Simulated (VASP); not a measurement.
Write the native input for VASP 6.6.1 that does the following.

* Task: single point
* Functional: PBE
* Potentials or basis: VASP PAW PBE potentials, release 64 (Ta_pv, W_sv)
* Cutoff: 520 eV
* k mesh: 18 × 18 × 18
* Occupations: gaussian, width 0.1 eV
* Spin: no spin polarisation
* Dipole correction: no
* Further INCAR settings: ALGO = Fast; EDIFF = 1e-07; NBANDS = 25

The structure of Ta2W lies in POSCAR:

```
Ta2W
1.0
    0.0000000000      2.3377311000      6.8871124000
    1.6250491000      0.0000000000      6.8871124000
    1.6250491000      2.3377311000      0.0000000000
Ta W
2 1
Direct
    0.1633750000      0.1633750000      0.8366250000
    0.8366250000      0.8366250000      0.1633750000
    0.5000000000      0.5000000000      0.5000000000
```

One way to write it, as run:

INCAR

```
SYSTEM = Ta2W
ALGO = Fast ; EDIFF = 1E-7
ENCUT = 520 ; GGA = PE
ISIF = 2 ; ISMEAR = 0
LASPH = .TRUE. ; LCHARG = .FALSE.
LREAL = .FALSE. ; LWAVE = .FALSE.
NBANDS = 25 ; NELM = 80
PREC = Accurate ; SIGMA = 0.1
```

KPOINTS

```
k-points
0
G
  18 18 18
  0 0 0
```

Potentials or basis: VASP PAW PBE potentials, release 64 (Ta_pv, W_sv).

Run with:

```console
$ cat potpaw_PBE.64/Ta_pv/POTCAR potpaw_PBE.64/W_sv/POTCAR > POTCAR
$ mpirun -np 1 vasp_std > vasp.out
```

It gave:

The pressure is 0.2 GPa. The largest force is 0.010 eV/Å and the band gap on the k mesh is zero (bands 18 and 19 overlap by 3.10 eV).

Caveat: spin-orbit coupling is left out, which moves the levels of the heavy elements.

Wall time 29 min on 1 thread of AMD EPYC 9R45 96-Core Processor (Zen 5) (shared host), peak memory 1.1 GiB.
